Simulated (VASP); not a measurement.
# W (Im-3m) in VASP: further runs

The runs below take W through single point, with RPBE+D4, PBE.

All numbers are computed with VASP 6.6.1; they aren't measurements. Logs are shortened: lines on timing, memory, paths and dates and some standing lists are left out, and cuts for length are marked.

## (1) The cell of the first run

The structure is cubic, space group Im-3m (No. 229). The conventional cell has a = 3.157 Å, b = 3.157 Å, c = 3.157 Å, α = 90.00°, β = 90.00°, γ = 90.00°. Within 3.6 Å of W (site symmetry m-3m) lie 14 W at 2.73 to 3.16 Å.

## (2) Single point, RPBE+D4

The input, INCAR:

```
SYSTEM = W
PREC     = Accurate       ! precision mode
ENCUT    = 520            ! plane-wave cutoff, eV
EDIFF    = 1E-7           ! SCF threshold, eV
ISMEAR   = -1             ! smearing method
SIGMA    = 0.05           ! smearing width, eV
LREAL    = .False.        ! projectors in reciprocal space
LASPH    = .True.         ! aspherical terms in the spheres
NELM     = 60             ! most SCF steps
ALGO     = Normal         ! electronic algorithm
ISIF     = 2              ! what is computed and relaxed
LWAVE    = .False.        ! write WAVECAR
LCHARG   = .False.        ! write CHGCAR
GGA      = RP             ! functional
IVDW     = 13             ! dispersion correction
NBANDS   = 13             ! bands
```

The input, KPOINTS:

```
regular mesh
0
Gamma
  12 12 12
  0 0 0
```

The input, POSCAR:

```
W
1.0
   -1.5783887361      1.5783887361      1.5783887361
    1.5783887361     -1.5783887361      1.5783887361
    1.5783887361      1.5783887361     -1.5783887361
W
1
Direct
    0.0000000000      0.0000000000      0.0000000000
```

Potentials or basis: VASP PAW PBE potentials, release 64 (W_sv).

Run with:

```sh
> cat potpaw_PBE.64/W_sv/POTCAR > POTCAR
> mpirun -np 1 vasp_std > vasp.out
```

OUTCAR:

```text
SYSTEM = W
   PREC = Accurate
   ENCUT = 520
   EDIFF = 1E-7
   ISMEAR = -1
   LREAL = .False.
   LASPH = .True.
   NELM = 60
   ISIF = 2
   GGA = RP
   IVDW = 13

 ion  position               nearest neighbor table
   1  0.000  0.000  0.000-

  LATTYP: Found a body centered cubic cell.
 ALAT       =     3.1567774722

  Lattice vectors:

 A1 = (  -1.5783887361,   1.5783887361,   1.5783887361)
 A2 = (   1.5783887361,  -1.5783887361,   1.5783887361)
 A3 = (   1.5783887361,   1.5783887361,  -1.5783887361)

Analysis of symmetry for initial positions (statically):
=====================================================================
 Subroutine PRICEL returns:
 Original cell was already a primitive cell.

 Routine SETGRP: Setting up the symmetry group for a
 body centered cubic supercell.

 Subroutine GETGRP returns: Found 48 space group operations
 (whereof 48 operations were pure point group operations)
 out of a pool of 48 trial point group operations.

The static configuration has the point symmetry O_h .

Analysis of symmetry for dynamics (positions and initial velocities):
=====================================================================
 Subroutine PRICEL returns:
 Original cell was already a primitive cell.

 Routine SETGRP: Setting up the symmetry group for a
 body centered cubic supercell.

 Subroutine GETGRP returns: Found 48 space group operations
 (whereof 48 operations were pure point group operations)
 out of a pool of 48 trial point group operations.

The dynamic configuration has the point symmetry O_h .

 Subroutine INISYM returns: Found 48 space group operations
 (whereof 48 operations are pure point group operations),
 and found     1 'primitive' translations

----------------------------------------------------------------------------------------

                                     Primitive cell

  volume of cell :      15.7290

  direct lattice vectors                    reciprocal lattice vectors
    -1.578388736  1.578388736  1.578388736     0.000000000  0.316778743  0.316778743
     1.578388736 -1.578388736  1.578388736     0.316778743  0.000000000  0.316778743
     1.578388736  1.578388736 -1.578388736     0.316778743  0.316778743  0.000000000

  length of vectors
     2.733849485  2.733849485  2.733849485     0.447992795  0.447992795  0.447992795

  position of ions in fractional coordinates (direct lattice)
     0.000000000  0.000000000  0.000000000

  ion indices of the primitive-cell ions
   primitive index   ion index
                 1           1

----------------------------------------------------------------------------------------

 KPOINTS: regular mesh

Automatic generation of k-mesh.
 Grid dimensions read from file:
 generate k-points for:   12   12   12

 Generating k-lattice:

  Cartesian coordinates                     Fractional coordinates (reciprocal lattice)
     0.000000000  0.026398229  0.026398229     0.083333333  0.000000000  0.000000000
     0.026398229  0.000000000  0.026398229     0.000000000  0.083333333  0.000000000
     0.026398229  0.026398229  0.000000000     0.000000000  0.000000000  0.083333333

  Length of vectors
     0.037332733  0.037332733  0.037332733

  Shift w.r.t. Gamma in fractional coordinates (k-lattice)
     0.000000000  0.000000000  0.000000000

 Subroutine IBZKPT returns following result:
 ===========================================

 Found     72 irreducible k-points:

 Following reciprocal coordinates:
            Coordinates               Weight
  0.000000  0.000000  0.000000      1.000000
  0.083333  0.000000  0.000000     12.000000
  0.166667  0.000000  0.000000     12.000000
  0.250000  0.000000  0.000000     12.000000
  0.333333  0.000000  0.000000     12.000000
  0.416667  0.000000  0.000000     12.000000
[... 16 lines left out ...]
  0.333333  0.083333  0.083333     24.000000
  0.416667  0.083333  0.083333     12.000000
 [... further k-points ...]
   k-points           NKPTS =     72   k-points in BZ     NKDIM =     72   number of bands    NBANDS=     13
   number of dos      NEDOS =    301   number of ions     NIONS =      1
   total plane-waves  NPLWV =   8000
   dimension x,y,z NGX =    20 NGY =   20 NGZ =   20
   dimension x,y,z NGXF=    40 NGYF=   40 NGZF=   40
   ions per type =               1
   NGX,Y,Z   is equivalent  to a cutoff of  12.16, 12.16, 12.16 a.u.
   NGXF,Y,Z  is equivalent  to a cutoff of  24.32, 24.32, 24.32 a.u.
 SYSTEM =  W
   PREC   = accura    normal or accurate (medium, high low for compatibility)
   ISTART =      0    job   : 0-new  1-cont  2-samecut
   ICHARG =      2    charge: 1-file 2-atom 10-const
   ISPIN  =      1    spin polarized calculation?
   LNONCOLLINEAR =      F non collinear calculations
   LSORBIT =      F    spin-orbit coupling
   LASPH  =      T    aspherical Exc in radial PAW
   ENCUT  =  520.0 eV  38.22 Ry    6.18 a.u.   5.08  5.08  5.08*2*pi/ulx,y,z
   NELM   =     60;   NELMIN=  2; NELMDL= -5     # of ELM steps
   EDIFF  = 0.1E-06   stopping-criterion for ELM
   LREAL  =      F    real-space projection
   EDIFFG = 0.1E-05   stopping-criterion for IOM
   NSW    =      0    number of steps for IOM
   IBRION =     -1    ionic relax: 0-MD 1-quasi-New 2-CG
   NFREE  =      0    steps in history (QN), initial steepest desc. (CG)
   ISIF   =      2    stress and relaxation
   ISYM   =      2    0-nonsym 1-usesym 2-fastsym
   POTIM  = 0.5000    time-step for ionic-motion
   TEBEG  =    0.0;   TEEND  =   0.0 temperature during run
   PSTRESS=    0.0 pullay stress
   NELECT =      14.0000    total number of electrons
   NUPDOWN=      -1.0000    fix difference up-down
   EMIN   =  10.00;   EMAX   =-10.00  energy-range for DOS
   EFERMI =   0.00;   METHOD = LEGACY
   ISMEAR =    -1;   SIGMA  =   0.05  broadening in eV -4-tet -1-fermi 0-gaus
   EFERMI_NEDOS =   21; number of points for ismear=-14 and -15
   IALGO  =     38    algorithm
   IMIX   =      4    mixing-type and parameters
     AMIX     =   0.40;   BMIX     =  1.00
     AMIX_MAG =   1.60;   BMIX_MAG =  1.00
  volume/ion in A,a.u.               =      15.73       106.14
  Fermi-wavevector in a.u.,A,eV,Ry     =   1.574769  2.975882 33.741055  2.479898
  Thomas-Fermi vector in A             =   2.675853
   LORBIT       =      0    0 simple, 1 ext, 2 COOP (PROOUT), +10 PAW based schemes
   GGA     = RP    functional components
   LHFCALC =     F    Hartree Fock is set to
   AEXX    =    0.0000 exact exchange contribution
   IVDW    =    13    specifies the selected vdW correction
   LEPSILON=     F    determine dielectric tensor
   LRPA    =     F    only Hartree local field effects (RPA)
 non-spin polarized calculation
  energy-cutoff  :      520.00
  volume of cell :       15.73
 maximum number of plane-waves:       435
   NGX = 11   NGY = 11   NGZ = 11

 number of electron      14.0000004 magnetization

 Free energy of the ion-electron system (eV)
  ---------------------------------------------------
  ext. energy  EPLUGINS =         0.00000000
  ---------------------------------------------------
  free energy    TOTEN  =       -12.38148270 eV

  energy without entropy =      -12.37675853  energy(sigma->0) =      -12.37912062

 E-fermi :  11.5517     XC(G=0): -13.6335

 val. band max:       11.5172654070   @ k =  -0.2500   0.3333   0.1667
 cond. band min:      11.5711153239   @ k =  -0.1667   0.1667   0.0833
 fundamental gap:      0.0538499169
 Fermi energy:        11.5516936127

 k-point     1 :       0.0000    0.0000    0.0000
  band No.  band energies     occupation
      1     -62.5636      2.00000
      2     -26.1103      2.00000
      3     -26.1103      2.00000
      4     -26.1103      2.00000
      5       1.9598      2.00000
      6      10.4043      2.00000
      7      10.4043      2.00000
      8      10.4043      2.00000
      9      13.9404      0.00000
     10      13.9404      0.00000
     11      26.1444      0.00000
     12      26.1444      0.00000
     13      26.1444      0.00000

 k-point     2 :       0.0833    0.0000    0.0000
  band No.  band energies     occupation
      1     -62.5544      2.00000
      2     -26.2057      2.00000
      3     -26.1400      2.00000
      4     -26.1108      2.00000
      5       2.2960      2.00000
      6      10.2004      2.00000
      7      10.3504      2.00000
      8      10.7313      2.00000
      9      13.6322      0.00000
     10      13.9430      0.00000
     11      26.4253      0.00000
     12      26.7176      0.00000
     13      26.9538      0.00000

 k-point     3 :       0.1667    0.0000    0.0000
  band No.  band energies     occupation
      1     -62.5292      2.00000
      2     -26.4604      2.00000
      3     -26.2204      2.00000
      4     -26.1122      2.00000
      5       3.2141      2.00000
      6       9.6884      2.00000
      7      10.0899      2.00000
      8      11.6874      0.12427
      9      13.2288      0.00000
     10      13.9851      0.00000
     11      26.9031      0.00000
     12      28.3282      0.00000
     13      28.5304      0.00000
[... 305 lines left out ...]
 k-point    23 :       0.3333    0.0833    0.0833
  band No.  band energies     occupation
      1     -62.4308      2.00000
      2     -27.2845      2.00000
      3     -26.5563      2.00000
      4     -26.2041      2.00000
      5       6.0240      2.00000
      6       8.0956      2.00000
      7      10.5515      2.00000
      8      14.0631      0.00000
      9      14.7530      0.00000
     10      18.3077      0.00000
     11      22.8410      0.00000
     12      24.3343      0.00000
     13      28.3110      0.00000

 k-point    24 :       0.4167    0.0833    0.0833
  band No.  band energies     occupation
      1     -62.4226      2.00000
      2     -27.3405      2.00000
      3     -26.5988      2.00000
      4     -26.2066      2.00000
      5       5.9869      2.00000
      6       7.9961      2.00000
      7      11.3592      1.95833
      8      14.0876      0.00000
      9      14.8702      0.00000
     10      19.1344      0.00000
     11      21.7022      0.00000
     12      23.8585      0.00000
     13      27.7858      0.00000

 [... further k-points ...]

------------------------ aborting loop because EDIFF is reached ----------------------------------------

  DFT-D4 for vdW energy calculation

  Edisp (eV):   -1.22597

  FORCE on cell =-STRESS in cart. coord.  units (eV):
  Direction    XX          YY          ZZ          XY          YZ          ZX
  --------------------------------------------------------------------------------------
  -------------------------------------------------------------------------------------
  Total       0.05949     0.05949     0.05949     0.00000     0.00000     0.00000
  in kB       6.06021     6.06021     6.06021     0.00000     0.00000     0.00000
  external pressure =        6.06 kB  Pullay stress =        0.00 kB

 VOLUME and BASIS-vectors are now :
 -----------------------------------------------------------------------------
  energy-cutoff  :      520.00
  volume of cell :       15.73
      direct lattice vectors                 reciprocal lattice vectors
    -1.578388736  1.578388736  1.578388736     0.000000000  0.316778743  0.316778743
     1.578388736 -1.578388736  1.578388736     0.316778743  0.000000000  0.316778743
     1.578388736  1.578388736 -1.578388736     0.316778743  0.316778743  0.000000000

 POSITION                                       TOTAL-FORCE (eV/Angst)
 -----------------------------------------------------------------------------------
      0.00000      0.00000      0.00000         0.000000     -0.000000     -0.000000
 -----------------------------------------------------------------------------------
    total drift:                                0.000000     -0.000000      0.000000

  FREE ENERGIE OF THE ION-ELECTRON SYSTEM (eV)
  ---------------------------------------------------
  free  energy   TOTEN  =       -13.6074539575 eV

  energy  without entropy=      -13.6027297948  energy(sigma->0) =      -13.60509188
```

It took 5.9 s on 1 thread of Intel Xeon 6975P-C (Granite Rapids), shared host; peak memory 0.13 GiB.

What came out:

```yaml
Free_energy: -13.6075 eV
Pressure: 0.6 GPa
Band_gap_on_the_k_mesh: zero (band 7 reaches 16.86 eV, above the bottom of band 8 at 10.40 eV)
Dispersion_energy_per_atom: -1.226 eV
```

Caveat: the PAW data sets were made with another functional, which shifts forces and pressure a little; spin-orbit coupling is left out, which moves the levels of the heavy elements; pairwise dispersion overbinds metals, which lowers pressure and volume.

## (3) Single point, PBE

This run uses another cell than the first one, of 15.85 Å³/atom, 1.008 times its volume.

The input, INCAR:

```
SYSTEM = W
PREC     = Accurate       ! precision mode
ENCUT    = 520            ! plane-wave cutoff, eV
EDIFF    = 1E-6           ! SCF threshold, eV
ISMEAR   = 0              ! smearing method
SIGMA    = 0.017          ! smearing width, eV
LREAL    = .False.        ! projectors in reciprocal space
LASPH    = .True.         ! aspherical terms in the spheres
NELM     = 80             ! most SCF steps
ALGO     = Normal         ! electronic algorithm
ISIF     = 2              ! what is computed and relaxed
LWAVE    = .False.        ! write WAVECAR
LCHARG   = .True.         ! write CHGCAR
GGA      = PE             ! functional
LELF     = .True.         ! ELF
LVHAR    = .True.       
NBANDS   = 13             ! bands
```

The input, KPOINTS:

```
Automatic mesh
0
Gamma
  12 12 12
  0 0 0
```

The input, POSCAR:

```
W
1.0
   -1.5823450000      1.5823450000      1.5823450000
    1.5823450000     -1.5823450000      1.5823450000
    1.5823450000      1.5823450000     -1.5823450000
W
1
Direct
    0.0000000000      0.0000000000      0.0000000000
```

Potentials or basis: VASP PAW PBE potentials, release 64 (W_sv).

Run with:

```sh
> cat potpaw_PBE.64/W_sv/POTCAR > POTCAR
> mpirun -np 1 vasp_std > vasp.out
```

It took 4.9 s on 1 thread of Intel Xeon 6975P-C (Granite Rapids), shared host; peak memory 0.13 GiB.

The run converged. Its results:

| Quantity | Value |
| --- | --- |
| Free energy | -12.9477 eV |
| Pressure | 6.7 GPa |
| Band gap on the k mesh | zero (band 7 reaches 16.61 eV, above the bottom of band 8 at 10.21 eV) |

Levels at points of the mesh, in eV from the Fermi level:
| k point | band 5 | band 6 | band 7 | band 8 | band 9 | band 10 |
| --- | --- | --- | --- | --- | --- | --- |
| (0.00, 0.00, 0.00) | -9.52 | -1.12 | -1.12 | -1.12 | 2.38 | 2.38 |
| (0.50, 0.00, 0.00) | -6.16 | -3.45 | 0.80 | 2.27 | 3.25 | 6.26 |
| (0.50, 0.50, 0.50) | -5.72 | -5.72 | 5.28 | 5.28 | 5.28 | 8.37 |

Caveat: spin-orbit coupling is left out, which moves the levels of the heavy elements.

## (4) Single point, PBE

This run uses another cell than the first one, of 15.85 Å³/atom, 1.008 times its volume.

The input, INCAR:

```
ALGO = Normal ; EDIFF = 1E-6
ENCUT = 520 ; GGA = PE
ISIF = 2 ; ISMEAR = 0
LASPH = True ; LCHARG = True
LELF = True ; LREAL = False
LVHAR = True ; LWAVE = False
NBANDS = 13 ; NELM = 100
PREC = Accurate ; SIGMA = 0.023
```

The input, KPOINTS:

```
k-points
0
Gamma
  12 12 12
```

POSCAR is that of step 3.

Run with:

```sh
> cat potpaw_PBE.64/W_sv/POTCAR > POTCAR
> mpirun -np 1 vasp_std > vasp.out
```

It took 5 s on 1 thread of Intel Xeon 6975P-C (Granite Rapids), shared host; peak memory 0.13 GiB.

It converged, with:

```yaml
Free_energy: -12.9478 eV
Pressure: 6.7 GPa
Band_gap_on_the_k_mesh: zero (band 7 reaches 16.61 eV, above the bottom of band 8 at 10.21 eV)
```

Levels at points of the mesh, in eV from the Fermi level:
```csv
k point,band 4,band 5,band 6,band 7,band 8,band 9,band 10,band 11
"(0.00, 0.00, 0.00)",-37.64,-9.52,-1.12,-1.12,-1.12,2.37,2.37,14.64
"(0.50, 0.00, 0.00)",-37.65,-6.16,-3.46,0.79,2.27,3.24,6.26,11.20
"(0.50, 0.50, 0.50)",-38.54,-5.72,-5.72,5.28,5.28,5.28,8.36,8.36
```

Caveat: spin-orbit coupling is left out, which moves the levels of the heavy elements.

## (5) Single point, PBE

This run uses another cell than the first one, of 15.85 Å³/atom, 1.008 times its volume.

The input, INCAR:

```
SYSTEM = W
PREC = Accurate ; ENCUT = 520
EDIFF = 1E-6 ; ISMEAR = 0
SIGMA = 0.024 ; LREAL = .False.
LASPH = .True. ; NELM = 100
ALGO = Normal ; ISIF = 2
LWAVE = .False. ; LCHARG = .True.
GGA = PE ; LELF = .True.
LVHAR = .True. ; NBANDS = 13
```

The input, KPOINTS:

```
Automatic mesh
0
Gamma
  12 12 12
  0 0 0
```

POSCAR is that of step 4.

Run with:

```sh
> cat potpaw_PBE.64/W_sv/POTCAR > POTCAR
> mpirun -np 1 vasp_std > vasp.out
```

It took 4.9 s on 1 thread of Intel Xeon 6975P-C (Granite Rapids), shared host; peak memory 0.13 GiB.

It converged, with:

- Free energy: -12.9478 eV
- Pressure: 6.7 GPa
- Band gap on the k mesh: zero (band 7 reaches 16.61 eV, above the bottom of band 8 at 10.21 eV)

Levels at points of the mesh, in eV from the Fermi level:
| k point | band 4 | band 5 | band 6 | band 7 | band 8 | band 9 | band 10 | band 11 |
| --- | --- | --- | --- | --- | --- | --- | --- | --- |
| (0.00, 0.00, 0.00) | -37.64 | -9.52 | -1.12 | -1.12 | -1.12 | 2.37 | 2.37 | 14.63 |
| (0.50, 0.00, 0.00) | -37.65 | -6.16 | -3.46 | 0.79 | 2.27 | 3.24 | 6.26 | 11.20 |
| (0.50, 0.50, 0.50) | -38.54 | -5.72 | -5.72 | 5.27 | 5.27 | 5.27 | 8.36 | 8.36 |

Caveat: spin-orbit coupling is left out, which moves the levels of the heavy elements.

## (6) The runs side by side

```tsv
level	cell	smearing	gap on the mesh (eV)	pressure (GPa)
RPBE+D4	a = 2.734 Å, angles 109.5°, 1 atom	fermi-dirac 0.05 eV	none	0.6
PBE	a = 2.741 Å, angles 109.5°, 1 atom	gaussian 0.017 eV	none	6.7
PBE	a = 2.741 Å, angles 109.5°, 1 atom	gaussian 0.023 eV	none	6.7
PBE	a = 2.741 Å, angles 109.5°, 1 atom	gaussian 0.024 eV	none	6.7
```

Alike in all rows: task single point; potentials or basis VASP PAW PBE potentials, release 64 (W_sv); no spin polarisation; k mesh 12 × 12 × 12; cutoff (eV) 520.

Caveats: spin-orbit coupling is left out, which moves the levels of the heavy elements; the PAW data sets were made with another functional, which shifts forces and pressure a little (some runs); pairwise dispersion overbinds metals, which lowers pressure and volume (some runs).

Absolute energies hang on the potentials; compare differences alone.
